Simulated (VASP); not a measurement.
# Ge2Se3 (R-3m) in VASP: notebook

Ge2Se3 is run at these levels: PBE; tasks: single point.

Everything below comes from runs of VASP 6.6.1. Logs are shortened: lines on timing, memory, paths and dates and some standing lists are left out, and cuts for length are marked.

## 1. The cell of the first run

Symmetry: R-3m, No. 166, trigonal system. Conventional cell: a = 3.792 Å, b = 3.792 Å, c = 29.069 Å, α = 90.00°, β = 90.00°, γ = 120.00°. Within 3.4 Å of Ge (site symmetry 3m) lie 6 Se at 2.60 to 2.78 Å. Se (site symmetry -3m) has 6 Ge at 2.78 Å and 12 Se at 3.79 to 3.81 Å within 3.9 Å. Within 3.4 Å of Se (site symmetry 3m) lie 3 Ge at 2.60 Å.

## 2. Single point, PBE

INCAR reads:

```
  ALGO = Normal
  EDIFF = 1E-6
  ENCUT = 520
  GGA = PE
  ISIF = 2
  ISMEAR = 0
  LASPH = True
  LCHARG = True
  LELF = True
  LREAL = False
  LVHAR = True
  LWAVE = False
  NBANDS = 31
  NELM = 100
  PREC = Accurate
  SIGMA = 0.1
```

KPOINTS reads:

```
k-points
0
Gamma
  6 6 6
```

POSCAR reads:

```
Ge2Se3
1.0
    1.8960100381      1.0946619059      9.6897864282
   -1.8960100381      1.0946619059      9.6897864282
    0.0000000000     -2.1893238118      9.6897864282
Ge Se
2 3
Direct
    0.3924524184      0.3924524184      0.3924524184
    0.6075475816      0.6075475816      0.6075475816
    0.0000000000      0.0000000000      0.0000000000
    0.2262540134      0.2262540134      0.2262540134
    0.7737459866      0.7737459866      0.7737459866
```

Potentials or basis: VASP PAW PBE potentials, release 64 (Ge_d, Se).

The run is started by

```console
cat potpaw_PBE.64/Ge_d/POTCAR potpaw_PBE.64/Se/POTCAR > POTCAR
mpirun -np 1 vasp_std > vasp.out
```

OUTCAR:

```text
EDIFF = 1E-6
   ENCUT = 520
   GGA = PE
   ISIF = 2
   ISMEAR = 0
   LASPH = True
   LREAL = False
   NELM = 100
   PREC = Accurate

 ion  position               nearest neighbor table
   1  0.392  0.392  0.392-   5 2.60   5 2.60   5 2.60   3 2.78   3 2.78   3 2.78
   2  0.608  0.608  0.608-   4 2.60   4 2.60   4 2.60   3 2.78   3 2.78   3 2.78
   3  0.000  0.000  0.000-   2 2.78   2 2.78   1 2.78   1 2.78   2 2.78   1 2.78
   4  0.226  0.226  0.226-   2 2.60   2 2.60   2 2.60
   5  0.774  0.774  0.774-   1 2.60   1 2.60   1 2.60

  LATTYP: Found a trigonal (rhomboedric) cell.
 ALAT       =     9.9340374359
 COS(alpha) =     0.9271449475

  Lattice vectors:

 A1 = (   1.8960100381,   1.0946619059,   9.6897864282)
 A2 = (  -1.8960100381,   1.0946619059,   9.6897864282)
 A3 = (   0.0000000000,  -2.1893238118,   9.6897864282)

Analysis of symmetry for initial positions (statically):
=====================================================================
 Subroutine PRICEL returns:
 Original cell was already a primitive cell.

 Routine SETGRP: Setting up the symmetry group for a
 trigonal (rhombohedral) supercell.

 Subroutine GETGRP returns: Found 12 space group operations
 (whereof 12 operations were pure point group operations)
 out of a pool of 12 trial point group operations.

The static configuration has the point symmetry D_3d.

Analysis of symmetry for dynamics (positions and initial velocities):
=====================================================================
 Subroutine PRICEL returns:
 Original cell was already a primitive cell.

 Routine SETGRP: Setting up the symmetry group for a
 trigonal (rhombohedral) supercell.

 Subroutine GETGRP returns: Found 12 space group operations
 (whereof 12 operations were pure point group operations)
 out of a pool of 12 trial point group operations.

The dynamic configuration has the point symmetry D_3d.

 Subroutine INISYM returns: Found 12 space group operations
 (whereof 12 operations are pure point group operations),
 and found     1 'primitive' translations

----------------------------------------------------------------------------------------

                                     Primitive cell

  volume of cell :     120.6663

  direct lattice vectors                    reciprocal lattice vectors
     1.896010038  1.094661906  9.689786428     0.263711684  0.152254012  0.034400483
    -1.896010038  1.094661906  9.689786428    -0.263711684  0.152254012  0.034400483
     0.000000000 -2.189323812  9.689786428     0.000000000 -0.304508023  0.034400483

  length of vectors
     9.934037436  9.934037436  9.934037436     0.306444986  0.306444986  0.306444986

  position of ions in fractional coordinates (direct lattice)
     0.392452418  0.392452418  0.392452418
     0.607547582  0.607547582  0.607547582
     0.000000000  0.000000000  0.000000000
     0.226254013  0.226254013  0.226254013
     0.773745987  0.773745987  0.773745987

  ion indices of the primitive-cell ions
   primitive index   ion index
                 1           1
                 2           2
                 3           3
                 4           4
                 5           5

----------------------------------------------------------------------------------------

 KPOINTS: k-points

Automatic generation of k-mesh.
 Grid dimensions read from file:
 generate k-points for:    6    6    6

 Generating k-lattice:

  Cartesian coordinates                     Fractional coordinates (reciprocal lattice)
     0.043951947  0.025375669  0.005733414     0.166666667  0.000000000  0.000000000
    -0.043951947  0.025375669  0.005733414     0.000000000  0.166666667  0.000000000
     0.000000000 -0.050751337  0.005733414     0.000000000  0.000000000  0.166666667

  Length of vectors
     0.051074164  0.051074164  0.051074164

  Shift w.r.t. Gamma in fractional coordinates (k-lattice)
     0.000000000  0.000000000  0.000000000

 Subroutine IBZKPT returns following result:
 ===========================================

 Found     32 irreducible k-points:

 Following reciprocal coordinates:
            Coordinates               Weight
  0.000000  0.000000  0.000000      1.000000
  0.166667 -0.000000 -0.000000      6.000000
  0.333333 -0.000000 -0.000000      6.000000
  0.500000 -0.000000  0.000000      3.000000
  0.166667  0.166667 -0.000000      6.000000
  0.333333  0.166667 -0.000000     12.000000
[... 16 lines left out ...]
  0.500000  0.500000  0.166667      6.000000
 -0.333333  0.500000  0.166667     12.000000
 [... further k-points ...]
   k-points           NKPTS =     32   k-points in BZ     NKDIM =     32   number of bands    NBANDS=     31
   number of dos      NEDOS =    301   number of ions     NIONS =      5
   total plane-waves  NPLWV = 512000
   dimension x,y,z NGX =    80 NGY =   80 NGZ =   80
   dimension x,y,z NGXF=   160 NGYF=  160 NGZF=  160
   ions per type =               2   3
   NGX,Y,Z   is equivalent  to a cutoff of  13.39, 13.39, 13.39 a.u.
   NGXF,Y,Z  is equivalent  to a cutoff of  26.78, 26.78, 26.78 a.u.
 SYSTEM =  unknown system
   PREC   = accura    normal or accurate (medium, high low for compatibility)
   ISTART =      0    job   : 0-new  1-cont  2-samecut
   ICHARG =      2    charge: 1-file 2-atom 10-const
   ISPIN  =      1    spin polarized calculation?
   LNONCOLLINEAR =      F non collinear calculations
   LSORBIT =      F    spin-orbit coupling
   LASPH  =      T    aspherical Exc in radial PAW
   ENCUT  =  520.0 eV  38.22 Ry    6.18 a.u.  18.47 18.47 18.47*2*pi/ulx,y,z
   NELM   =    100;   NELMIN=  2; NELMDL= -5     # of ELM steps
   EDIFF  = 0.1E-05   stopping-criterion for ELM
   LREAL  =      F    real-space projection
   EDIFFG = 0.1E-04   stopping-criterion for IOM
   NSW    =      0    number of steps for IOM
   IBRION =     -1    ionic relax: 0-MD 1-quasi-New 2-CG
   NFREE  =      0    steps in history (QN), initial steepest desc. (CG)
   ISIF   =      2    stress and relaxation
   ISYM   =      2    0-nonsym 1-usesym 2-fastsym
   POTIM  = 0.5000    time-step for ionic-motion
   TEBEG  =    0.0;   TEEND  =   0.0 temperature during run
   PSTRESS=    0.0 pullay stress
   NELECT =      46.0000    total number of electrons
   NUPDOWN=      -1.0000    fix difference up-down
   EMIN   =  10.00;   EMAX   =-10.00  energy-range for DOS
   EFERMI =   0.00;   METHOD = LEGACY
   ISMEAR =     0;   SIGMA  =   0.10  broadening in eV -4-tet -1-fermi 0-gaus
   EFERMI_NEDOS =   21; number of points for ismear=-14 and -15
   IALGO  =     38    algorithm
   IMIX   =      4    mixing-type and parameters
     AMIX     =   0.40;   BMIX     =  1.00
     AMIX_MAG =   1.60;   BMIX_MAG =  1.00
  volume/ion in A,a.u.               =      24.13       162.86
  Fermi-wavevector in a.u.,A,eV,Ry     =   1.187040  2.243181 19.171484  1.409064
  Thomas-Fermi vector in A             =   2.323200
   LORBIT       =      0    0 simple, 1 ext, 2 COOP (PROOUT), +10 PAW based schemes
   GGA     = PE    functional components
   LHFCALC =     F    Hartree Fock is set to
   AEXX    =    0.0000 exact exchange contribution
   IVDW    =     0    specifies the selected vdW correction
   LEPSILON=     F    determine dielectric tensor
   LRPA    =     F    only Hartree local field effects (RPA)
 non-spin polarized calculation
 Gauss-broadening in eV      SIGMA  =   0.10
  energy-cutoff  :      520.00
  volume of cell :      120.67
 maximum number of plane-waves:      3270
 NGX is ok and might be reduce to    80
   NGX = 37   NGY = 37   NGZ = 37

 number of electron      45.9999994 magnetization

 Free energy of the ion-electron system (eV)
  ---------------------------------------------------
  ext. energy  EPLUGINS =         0.00000000
  ---------------------------------------------------
  free energy    TOTEN  =       -20.42746298 eV

  energy without entropy =      -20.40984041  energy(sigma->0) =      -20.41865170

 E-fermi :   3.9086     XC(G=0):  -9.5040

 val. band max:        3.8982121976   @ k =  -0.3333   0.3333   0.0000
 cond. band min:       3.9208333745   @ k =   0.3333   0.1667  -0.0000
 fundamental gap:      0.0226211769
 Fermi energy:         3.9085951300

 k-point     1 :       0.0000    0.0000    0.0000
  band No.  band energies     occupation
      1     -21.0307      2.00000
      2     -21.0307      2.00000
      3     -21.0295      2.00000
      4     -21.0295      2.00000
      5     -21.0185      2.00000
      6     -21.0176      2.00000
[... 23 lines left out ...]
     30       7.6832      0.00000
     31      10.3197      0.00000

 k-point     2 :       0.1667   -0.0000   -0.0000
  band No.  band energies     occupation
      1     -21.0332      2.00000
      2     -21.0315      2.00000
      3     -21.0292      2.00000
      4     -21.0281      2.00000
      5     -21.0183      2.00000
      6     -21.0169      2.00000
[... 23 lines left out ...]
     30       8.7266      0.00000
     31       9.7237      0.00000

 k-point     3 :       0.3333   -0.0000   -0.0000
  band No.  band energies     occupation
      1     -21.0386      2.00000
      2     -21.0358      2.00000
      3     -21.0276      2.00000
      4     -21.0259      2.00000
      5     -21.0201      2.00000
      6     -21.0182      2.00000
[... 23 lines left out ...]
     30       9.0485      0.00000
     31      10.0081      0.00000

 k-point     4 :       0.5000   -0.0000    0.0000
  band No.  band energies     occupation
      1     -21.0414      2.00000
      2     -21.0380      2.00000
      3     -21.0274      2.00000
      4     -21.0252      2.00000
      5     -21.0209      2.00000
      6     -21.0190      2.00000
[... 635 lines left out ...]
     30       9.4711      0.00000
     31       9.8026      0.00000

 k-point    23 :       0.5000    0.5000    0.1667
  band No.  band energies     occupation
      1     -21.0386      2.00000
      2     -21.0358      2.00000
      3     -21.0276      2.00000
      4     -21.0259      2.00000
      5     -21.0201      2.00000
      6     -21.0182      2.00000
[... 23 lines left out ...]
     30       8.9755      0.00000
     31       9.8381      0.00000

 k-point    24 :      -0.3333    0.5000    0.1667
  band No.  band energies     occupation
      1     -21.0386      2.00000
      2     -21.0362      2.00000
      3     -21.0293      2.00000
      4     -21.0268      2.00000
      5     -21.0191      2.00000
      6     -21.0176      2.00000
[... 23 lines left out ...]
     30       9.5888      0.00000
     31      10.5313      0.00000

 [... further k-points ...]

------------------------ aborting loop because EDIFF is reached ----------------------------------------

  FORCE on cell =-STRESS in cart. coord.  units (eV):
  Direction    XX          YY          ZZ          XY          YZ          ZX
  --------------------------------------------------------------------------------------
  -------------------------------------------------------------------------------------
  Total        0.1307369      0.1307369      0.2080800      0.0000000     -0.0000000     -0.0000000
  in kB        1.7358916      1.7358916      2.7628343      0.0000000     -0.0000000     -0.0000000
  external PRESSURE =       2.0782058 kB  Pullay stress =       0.0000000 kB

 VOLUME and BASIS-vectors are now :
 -----------------------------------------------------------------------------
  energy-cutoff  :      520.00
  volume of cell :      120.67
      direct lattice vectors                 reciprocal lattice vectors
     1.896010038  1.094661906  9.689786428     0.263711684  0.152254012  0.034400483
    -1.896010038  1.094661906  9.689786428    -0.263711684  0.152254012  0.034400483
     0.000000000 -2.189323812  9.689786428     0.000000000 -0.304508023  0.034400483

 POSITION                                       TOTAL-FORCE (eV/Angst)
 -----------------------------------------------------------------------------------
      0.00000      0.00000     11.40834         0.000000     -0.000000     -0.023523
      0.00000      0.00000     17.66102         0.000000     -0.000000      0.023523
      0.00000      0.00000      0.00000         0.000000     -0.000000      0.000000
      0.00000      0.00000      6.57706         0.000000      0.000000     -0.029794
      0.00000      0.00000     22.49230         0.000000      0.000000      0.029794
 -----------------------------------------------------------------------------------
    total drift:                               -0.000000     -0.000000     -0.000000

  FREE ENERGIE OF THE ION-ELECTRON SYSTEM (eV)
  ---------------------------------------------------
  free  energy   TOTEN  =       -20.4274629807 eV

  energy  without entropy=      -20.4098404116  energy(sigma->0) =      -20.41865170
```

Wall time 9.4 min (1 thread of AMD EPYC 9R45 (Zen 5), shared host); peak memory 0.9 GiB.

What came out:

* Free energy: -20.4275 eV
* Pressure: 0.2 GPa
* Largest force: 0.030 eV/Å
* Band gap on the k mesh: zero (bands 23 and 24 overlap by 0.28 eV)

Forces in eV/Å, atoms in the order of the input:
```
Ge   0.000  0.000 -0.024
Ge   0.000  0.000  0.024
Se   0.000  0.000  0.000
Se   0.000  0.000 -0.030
Se   0.000  0.000  0.030
```

## 3. Single point, PBE

This run uses another cell than the first one, of 24.01 Å³/atom.

INCAR reads:

```
  PREC = Accurate
  ENCUT = 520
  EDIFF = 1E-6
  ISMEAR = 0
  SIGMA = 0.1
  LREAL = False
  LASPH = True
  NELM = 60
  ALGO = Normal
  ISIF = 2
  LWAVE = False
  LCHARG = False
  GGA = PE
  NBANDS = 31
```

KPOINTS reads:

```
Automatic mesh
0
Gamma
  12 12 12
```

POSCAR reads:

```
Ge2Se3
1.0
    1.8814074201      1.0862310804      9.7903081595
   -1.8814074201      1.0862310804      9.7903081595
    0.0000000000     -2.1724621609      9.7903081595
Ge Se
2 3
Direct
    0.3926956574      0.3926956574      0.3926956574
    0.6073043426      0.6073043426      0.6073043426
    0.0000000000      0.0000000000      0.0000000000
    0.2255037947      0.2255037947      0.2255037947
    0.7744962053      0.7744962053      0.7744962053
```

Potentials or basis: VASP PAW PBE potentials, release 64 (Ge_d, Se).

The run is started by

```console
cat potpaw_PBE.64/Ge_d/POTCAR potpaw_PBE.64/Se/POTCAR > POTCAR
mpirun -np 1 vasp_std > vasp.out
```

It took 43 min on 1 thread of AMD EPYC 9R45 (Zen 5), shared host; peak memory 1.2 GiB.

The run converged. Its results:

```
Free energy            : -20.4770 eV
Pressure               : 0.1 GPa
Largest force          : 0.017 eV/Å
Band gap on the k mesh : zero (bands 23 and 24 overlap by 0.69 eV)
```

Forces on the atoms (eV/Å):
```
Ge   0.000  0.000 -0.011
Ge   0.000  0.000  0.011
Se   0.000  0.000  0.000
Se   0.000  0.000 -0.017
Se   0.000  0.000  0.017
```

Levels at points of the mesh, in eV from the Fermi level:
```
           k point  band 21  band 22  band 23  band 24  band 25  band 26
(0.00, 0.00, 0.00)    -1.13    -1.13    -1.07     0.77     1.64     2.43
(0.50, 0.00, 0.00)    -2.29    -1.75    -1.32    -0.03     2.05     3.15
(0.50, 0.50, 0.00)    -1.76    -1.66    -1.42    -0.25     2.25     2.77
(0.50, 0.50, 0.50)    -1.16    -1.16     0.09     0.23     1.70     2.50
```

The gap in the log of VASP goes by the Fermi energy; the results here count the filled bands.